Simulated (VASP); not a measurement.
# Na (Im-3m) in VASP: a series of runs

Na is run at these levels: b88 exchange, pbe correlation, r2SCAN, PBE exchange alone; tasks: single point, relaxation of cell and atoms.

All numbers are computed with VASP 6.6.1; they aren't measurements. Logs are shortened: lines on timing, memory, paths and dates and some standing lists are left out, and cuts for length are marked.

### Step 1. The cell of the first run

It takes space group Im-3m (No. 229, cubic). The conventional cell has a = 4.366 Å, b = 4.366 Å, c = 4.366 Å, α = 90.00°, β = 90.00°, γ = 90.00°. Na (site symmetry m-3m) has 14 Na at 3.78 to 4.37 Å within 5.0 Å.

### Step 2. Single point, b88 exchange, pbe correlation, collinear spin (41.61 Å³/atom)

Input file INCAR:

```
SYSTEM = Na
PREC = Accurate
ENCUT = 500
EDIFF = 1E-6
ISMEAR = -1
SIGMA = 0.05
LREAL = .False.
LASPH = .True.
NELM = 200
ALGO = Normal
ISIF = 2
LWAVE = .False.
LCHARG = .False.
ISPIN = 2
MAGMOM = 0.5
LORBIT = 11
GGA = LIBXC
LIBXC1 = GGA_X_B88
LIBXC2 = GGA_C_PBE
NBANDS = 14
GGA_COMPAT = .False.
```

Input file KPOINTS:

```
Automatic mesh
0
Gamma
  9 9 9
  0 0 0
```

Input file POSCAR:

```
Na
1.0
   -2.1829910528      2.1829910528      2.1829910528
    2.1829910528     -2.1829910528      2.1829910528
    2.1829910528      2.1829910528     -2.1829910528
Na
1
Direct
    0.0000000000      0.0000000000      0.0000000000
```

Potentials or basis: VASP PAW PBE potentials, release 64 (Na_pv).

Command:

```bash
cat potpaw_PBE.64/Na_pv/POTCAR > POTCAR
mpirun -np 1 vasp_std > vasp.out
```

OUTCAR:

```text
SYSTEM = Na
   PREC = Accurate
   ENCUT = 500
   EDIFF = 1E-6
   ISMEAR = -1
   LREAL = .False.
   LASPH = .True.
   NELM = 200
   ISIF = 2
   ISPIN = 2
   LORBIT = 11
   GGA = LIBXC

 ion  position               nearest neighbor table
   1  0.000  0.000  0.000-

  LATTYP: Found a body centered cubic cell.
 ALAT       =     4.3659821056

  Lattice vectors:

 A1 = (  -2.1829910528,   2.1829910528,   2.1829910528)
 A2 = (   2.1829910528,  -2.1829910528,   2.1829910528)
 A3 = (   2.1829910528,   2.1829910528,  -2.1829910528)

Analysis of symmetry for initial positions (statically):
=====================================================================
 Subroutine PRICEL returns:
 Original cell was already a primitive cell.

 Routine SETGRP: Setting up the symmetry group for a
 body centered cubic supercell.

 Subroutine GETGRP returns: Found 48 space group operations
 (whereof 48 operations were pure point group operations)
 out of a pool of 48 trial point group operations.

The static configuration has the point symmetry O_h .

Analysis of symmetry for dynamics (positions and initial velocities):
=====================================================================
 Subroutine PRICEL returns:
 Original cell was already a primitive cell.

 Routine SETGRP: Setting up the symmetry group for a
 body centered cubic supercell.

 Subroutine GETGRP returns: Found 48 space group operations
 (whereof 48 operations were pure point group operations)
 out of a pool of 48 trial point group operations.

The dynamic configuration has the point symmetry O_h .

Analysis of structural, dynamic, and magnetic symmetry:
=====================================================================
 Subroutine PRICEL returns:
 Original cell was already a primitive cell.

 Routine SETGRP: Setting up the symmetry group for a
 body centered cubic supercell.

 Subroutine GETGRP returns: Found 48 space group operations
 (whereof 48 operations were pure point group operations)
 out of a pool of 48 trial point group operations.

The overall configuration has the point symmetry O_h .

 Subroutine INISYM returns: Found 48 space group operations
 (whereof 48 operations are pure point group operations),
 and found     1 'primitive' translations

----------------------------------------------------------------------------------------

                                     Primitive cell

  volume of cell :      41.6117

  direct lattice vectors                    reciprocal lattice vectors
    -2.182991053  2.182991053  2.182991053     0.000000000  0.229043541  0.229043541
     2.182991053 -2.182991053  2.182991053     0.229043541  0.000000000  0.229043541
     2.182991053  2.182991053 -2.182991053     0.229043541  0.229043541  0.000000000

  length of vectors
     3.781051416  3.781051416  3.781051416     0.323916482  0.323916482  0.323916482

  position of ions in fractional coordinates (direct lattice)
     0.000000000  0.000000000  0.000000000

  ion indices of the primitive-cell ions
   primitive index   ion index
                 1           1

----------------------------------------------------------------------------------------

 KPOINTS: Automatic mesh

Automatic generation of k-mesh.
 Grid dimensions read from file:
 generate k-points for:    9    9    9

 Generating k-lattice:

  Cartesian coordinates                     Fractional coordinates (reciprocal lattice)
     0.000000000  0.025449282  0.025449282     0.111111111  0.000000000  0.000000000
     0.025449282  0.000000000  0.025449282     0.000000000  0.111111111  0.000000000
     0.025449282  0.025449282  0.000000000     0.000000000  0.000000000  0.111111111

  Length of vectors
     0.035990720  0.035990720  0.035990720

  Shift w.r.t. Gamma in fractional coordinates (k-lattice)
     0.000000000  0.000000000  0.000000000

 Subroutine IBZKPT returns following result:
 ===========================================

 Found     35 irreducible k-points:

 Following reciprocal coordinates:
            Coordinates               Weight
  0.000000  0.000000  0.000000      1.000000
  0.111111  0.000000  0.000000     12.000000
  0.222222  0.000000  0.000000     12.000000
  0.333333  0.000000  0.000000     12.000000
  0.444444  0.000000  0.000000     12.000000
  0.111111  0.111111  0.000000     24.000000
[... 16 lines left out ...]
 -0.333333  0.444444  0.111111     48.000000
 -0.444444 -0.444444  0.111111     24.000000
 [... further k-points ...]
   k-points           NKPTS =     35   k-points in BZ     NKDIM =     35   number of bands    NBANDS=     14
   number of dos      NEDOS =    301   number of ions     NIONS =      1
   total plane-waves  NPLWV =  21952
   dimension x,y,z NGX =    28 NGY =   28 NGZ =   28
   dimension x,y,z NGXF=    56 NGYF=   56 NGZF=   56
   ions per type =               1
   NGX,Y,Z   is equivalent  to a cutoff of  12.31, 12.31, 12.31 a.u.
   NGXF,Y,Z  is equivalent  to a cutoff of  24.62, 24.62, 24.62 a.u.
 SYSTEM =  Na
   PREC   = accura    normal or accurate (medium, high low for compatibility)
   ISTART =      0    job   : 0-new  1-cont  2-samecut
   ICHARG =      2    charge: 1-file 2-atom 10-const
   ISPIN  =      2    spin polarized calculation?
   LNONCOLLINEAR =      F non collinear calculations
   LSORBIT =      F    spin-orbit coupling
   LASPH  =      T    aspherical Exc in radial PAW
   ENCUT  =  500.0 eV  36.75 Ry    6.06 a.u.   6.89  6.89  6.89*2*pi/ulx,y,z
   NELM   =    200;   NELMIN=  2; NELMDL= -5     # of ELM steps
   EDIFF  = 0.1E-05   stopping-criterion for ELM
   LREAL  =      F    real-space projection
   EDIFFG = 0.1E-04   stopping-criterion for IOM
   NSW    =      0    number of steps for IOM
   IBRION =     -1    ionic relax: 0-MD 1-quasi-New 2-CG
   NFREE  =      0    steps in history (QN), initial steepest desc. (CG)
   ISIF   =      2    stress and relaxation
   ISYM   =      2    0-nonsym 1-usesym 2-fastsym
   POTIM  = 0.5000    time-step for ionic-motion
   TEBEG  =    0.0;   TEEND  =   0.0 temperature during run
   PSTRESS=    0.0 pullay stress
   NELECT =       7.0000    total number of electrons
   NUPDOWN=      -1.0000    fix difference up-down
   EMIN   =  10.00;   EMAX   =-10.00  energy-range for DOS
   EFERMI =   0.00;   METHOD = LEGACY
   ISMEAR =    -1;   SIGMA  =   0.05  broadening in eV -4-tet -1-fermi 0-gaus
   EFERMI_NEDOS =   21; number of points for ismear=-14 and -15
   IALGO  =     38    algorithm
   IMIX   =      4    mixing-type and parameters
     AMIX     =   0.40;   BMIX     =  1.00
     AMIX_MAG =   1.60;   BMIX_MAG =  1.00
  volume/ion in A,a.u.               =      41.61       280.81
  Fermi-wavevector in a.u.,A,eV,Ry     =   0.903723  1.707790 11.112097  0.816716
  Thomas-Fermi vector in A             =   2.027084
   LORBIT       =     11    0 simple, 1 ext, 2 COOP (PROOUT), +10 PAW based schemes
   GGA     = LIBXC    functional components
   LHFCALC =     F    Hartree Fock is set to
   AEXX    =    0.0000 exact exchange contribution
   IVDW    =     0    specifies the selected vdW correction
   LEPSILON=     F    determine dielectric tensor
   LRPA    =     F    only Hartree local field effects (RPA)
 spin polarized calculation
  energy-cutoff  :      500.00
  volume of cell :       41.61
 maximum number of plane-waves:      1075
   NGX = 13   NGY = 13   NGZ = 13

 number of electron       6.9999984 magnetization       0.0009340

 number of electron       6.9999984 magnetization      -0.0002145

 Free energy of the ion-electron system (eV)
  ---------------------------------------------------
  ext. energy  EPLUGINS =         0.00000000
  ---------------------------------------------------
  free energy    TOTEN  =        -1.24057071 eV

  energy without entropy =       -1.23716082  energy(sigma->0) =       -1.23886576

 E-fermi :   0.0791     XC(G=0):  -6.1030

 val. band max:       -0.0147032943   @ k =  -0.3333   0.4444   0.1111
 cond. band min:       0.1694627137   @ k =   0.4444   0.0000   0.0000
 fundamental gap:      0.1841660079
 Fermi energy:         0.0791005125

 spin component 1

 k-point     1 :       0.0000    0.0000    0.0000
  band No.  band energies     occupation
      1     -25.0357      1.00000
      2     -25.0357      1.00000
      3     -25.0357      1.00000
      4      -2.9469      1.00000
      5      11.1273      0.00000
      6      11.1273      0.00000
      7      11.1273      0.00000
      8      12.0337      0.00000
      9      12.0337      0.00000
     10      12.4934      0.00000
     11      12.4934      0.00000
     12      12.4934      0.00000
     13      12.6752      0.00000
     14      12.6752      0.00000

 k-point     2 :       0.1111    0.0000    0.0000
  band No.  band energies     occupation
      1     -25.0383      1.00000
      2     -25.0366      1.00000
      3     -25.0357      1.00000
      4      -2.7467      1.00000
      5       8.9798      0.00000
      6      10.1248      0.00000
      7      10.3897      0.00000
      8      10.8492      0.00000
      9      11.3627      0.00000
     10      12.7151      0.00000
     11      12.7573      0.00000
     12      13.7603      0.00000
     13      13.8839      0.00000
     14      14.1133      0.00000
[... 343 lines left out ...]
      1     -25.0543      1.00000
      2     -25.0456      1.00000
      3     -25.0393      1.00000
      4      -0.0147      0.86716
      5       3.3792      0.00000
      6       5.1586      0.00000
      7       8.4667      0.00000
      8      10.0114      0.00000
      9      10.4176      0.00000
     10      13.1017      0.00000
     11      14.2078      0.00000
     12      16.8473      0.00000
     13      19.4721      0.00000
     14      20.7283      0.00000

 k-point    24 :      -0.4444   -0.4444    0.1111
  band No.  band energies     occupation
      1     -25.0561      1.00000
      2     -25.0468      1.00000
      3     -25.0393      1.00000
      4       1.3004      0.00000
      5       1.7369      0.00000
      6       4.9587      0.00000
      7       8.3228      0.00000
      8       9.9309      0.00000
      9      11.2647      0.00000
     10      12.0865      0.00000
     11      13.8043      0.00000
     12      19.1504      0.00000
     13      20.2633      0.00000
     14      21.1826      0.00000

 [... further k-points ...]

 spin component 2

 k-point     1 :       0.0000    0.0000    0.0000
  band No.  band energies     occupation
      1     -25.0357      1.00000
      2     -25.0357      1.00000
      3     -25.0357      1.00000
      4      -2.9472      1.00000
      5      11.1275      0.00000
      6      11.1275      0.00000
      7      11.1275      0.00000
      8      12.0327      0.00000
      9      12.0327      0.00000
     10      12.4925      0.00000
     11      12.4925      0.00000
     12      12.4925      0.00000
     13      12.6758      0.00000
     14      12.6758      0.00000

 k-point     2 :       0.1111    0.0000    0.0000
  band No.  band energies     occupation
      1     -25.0383      1.00000
      2     -25.0366      1.00000
      3     -25.0357      1.00000
      4      -2.7471      1.00000
      5       8.9795      0.00000
      6      10.1246      0.00000
      7      10.3900      0.00000
      8      10.8485      0.00000
      9      11.3623      0.00000
     10      12.7152      0.00000
     11      12.7572      0.00000
     12      13.7608      0.00000
     13      13.8834      0.00000
     14      14.1128      0.00000
[... 343 lines left out ...]
      1     -25.0543      1.00000
      2     -25.0456      1.00000
      3     -25.0393      1.00000
      4      -0.0151      0.86804
      5       3.3788      0.00000
      6       5.1584      0.00000
      7       8.4663      0.00000
      8      10.0113      0.00000
      9      10.4174      0.00000
     10      13.1016      0.00000
     11      14.2077      0.00000
     12      16.8472      0.00000
     13      19.4721      0.00000
     14      20.7279      0.00000

 k-point    24 :      -0.4444   -0.4444    0.1111
  band No.  band energies     occupation
      1     -25.0561      1.00000
      2     -25.0468      1.00000
      3     -25.0393      1.00000
      4       1.2999      0.00000
      5       1.7367      0.00000
      6       4.9584      0.00000
      7       8.3224      0.00000
      8       9.9308      0.00000
      9      11.2643      0.00000
     10      12.0866      0.00000
     11      13.8041      0.00000
     12      19.1505      0.00000
     13      20.2631      0.00000
     14      21.1825      0.00000

 [... further k-points ...]

------------------------ aborting loop because EDIFF is reached ----------------------------------------

  FORCE on cell =-STRESS in cart. coord.  units (eV):
  Direction    XX          YY          ZZ          XY          YZ          ZX
  --------------------------------------------------------------------------------------
  -------------------------------------------------------------------------------------
  Total       -0.1242821     -0.1242821     -0.1242821      0.0000000      0.0000000     -0.0000000
  in kB       -4.7852343     -4.7852343     -4.7852343      0.0000000      0.0000000     -0.0000000
  external PRESSURE =      -4.7852343 kB  Pullay stress =       0.0000000 kB

 VOLUME and BASIS-vectors are now :
 -----------------------------------------------------------------------------
  energy-cutoff  :      500.00
  volume of cell :       41.61
      direct lattice vectors                 reciprocal lattice vectors
    -2.182991053  2.182991053  2.182991053     0.000000000  0.229043541  0.229043541
     2.182991053 -2.182991053  2.182991053     0.229043541  0.000000000  0.229043541
     2.182991053  2.182991053 -2.182991053     0.229043541  0.229043541  0.000000000

 POSITION                                       TOTAL-FORCE (eV/Angst)
 -----------------------------------------------------------------------------------
      0.00000      0.00000      0.00000        -0.000000      0.000000     -0.000000
 -----------------------------------------------------------------------------------
    total drift:                               -0.000000     -0.000000     -0.000000

  FREE ENERGIE OF THE ION-ELECTRON SYSTEM (eV)
  ---------------------------------------------------
  free  energy   TOTEN  =        -1.2405707061 eV

  energy  without entropy=       -1.2371608208  energy(sigma->0) =       -1.23886576

 total charge

# of ion       s       p       d       tot
------------------------------------------
    1        0.089   5.964   0.000   6.053

 magnetization (x)

# of ion       s       p       d       tot
------------------------------------------
    1        0.000  -0.000   0.000  -0.000
```

Run time: 18 s. Hardware: 1 thread of Intel Xeon 6975P-C (Granite Rapids), shared host; peak memory 0.17 GiB.

Results:

- Free energy: -1.2406 eV
- Pressure: -0.5 GPa
- Net moment: 0.00 μB per cell
- Valence electrons inside the program's atomic spheres: Na 6.05

Caveat: the PAW data sets were made with another functional, which shifts forces and pressure a little.

(Continued in part 2 of 2.)
